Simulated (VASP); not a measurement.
A run of VASP 6.6.1 is set up as follows.

The input INCAR:

```
PREC     = Accurate       # precision mode
ENCUT    = 520            # plane-wave cutoff, eV
EDIFF    = 1E-7           # SCF threshold, eV
ISMEAR   = 0              # smearing method
SIGMA    = 0.15           # smearing width, eV
LREAL    = False          # projectors in reciprocal space
LASPH    = True           # aspherical terms in the spheres
NELM     = 80             # most SCF steps
ALGO     = Normal         # electronic algorithm
ISIF     = 2              # what is computed and relaxed
LWAVE    = False          # write WAVECAR
LCHARG   = False          # write CHGCAR
GGA      = PS             # functional
NBANDS   = 17             # bands
```

Contents of KPOINTS:

```
regular mesh
0
Gamma
  22 22 22
```

POSCAR

```
TiSi2
1.0
   -1.3936849380      1.6096184912      4.0632818174
    1.3936849380     -1.6096184912      4.0632818174
    1.3936849380      1.6096184912     -4.0632818174
Ti Si
1 2
Direct
    0.0000000000      0.0000000000      0.0000000000
    0.3303789149      0.3303789149      0.0000000000
    0.6696210851      0.6696210851      0.0000000000
```

Potentials or basis: VASP PAW PBE potentials, release 64 (Ti_sv, Si).

Run with:

```sh
$ cat potpaw_PBE.64/Ti_sv/POTCAR potpaw_PBE.64/Si/POTCAR > POTCAR
$ mpirun -np 1 vasp_std > vasp.out
```

(1) What does it give for the pressure?

(2) Estimate the largest force.

(3) What does it give for the band gap on the k mesh?

## Answers

(1) 24.9 GPa.

(2) 0.171 eV/Å.

(3) zero (band 10 reaches 13.60 eV, above the bottom of band 11 at 10.71 eV).

Caveat: the cell differs from its parent crystal (strain -0.050 along x and y, -0.025 along z); the PAW data sets were made with another functional, which shifts forces and pressure a little.
